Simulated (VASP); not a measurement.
Here is a VASP 6.6.1 calculation.

The input INCAR:

```
SYSTEM = Be3BiAs
PREC     = Accurate       ! precision mode
ENCUT    = 600            ! plane-wave cutoff, eV
EDIFF    = 1E-6           ! SCF threshold, eV
ISMEAR   = 0              ! smearing method
SIGMA    = 0.05           ! smearing width, eV
LREAL    = .False.        ! projectors in reciprocal space
LASPH    = .True.         ! aspherical terms in the spheres
NELM     = 120            ! most SCF steps
ALGO     = Normal         ! electronic algorithm
ISIF     = 2              ! what is computed and relaxed
LWAVE    = .False.        ! write WAVECAR
LCHARG   = .False.        ! write CHGCAR
GGA      = PE             ! functional
NBANDS   = 21             ! bands
GGA_COMPAT= .False.
```

KPOINTS

```
Automatic mesh
0
Gamma
  4 4 4
  0 0 0
```

File POSCAR:

```
Be3BiAs
1.0
    5.3836339957      0.0000000000      0.0000000000
    0.0000000000      5.3836339957      0.0000000000
    0.0000000000      0.0000000000      5.3836339957
As Bi Be
1 1 3
Direct
    0.0000000000      0.0000000000      0.0000000000
    0.5000000000      0.5000000000      0.5000000000
    0.5000000000      0.5000000000      0.0000000000
    0.5000000000      0.0000000000      0.5000000000
    0.0000000000      0.5000000000      0.5000000000
```

Potentials or basis: VASP PAW PBE potentials, release 64 (As, Bi_d, Be).

The run is started by

```bash
$ cat potpaw_PBE.64/As/POTCAR potpaw_PBE.64/Bi_d/POTCAR potpaw_PBE.64/Be/POTCAR > POTCAR
$ mpirun -np 1 vasp_std > vasp.out
```

(1) Estimate the band gap on the k mesh.

(2) Estimate the pressure.

Answers

(1) zero (bands 13 and 14 overlap by 0.27 eV).

(2) -7.6 GPa.

Caveat: the cell stands under tension; spin-orbit coupling is left out, which moves the levels of the heavy elements.
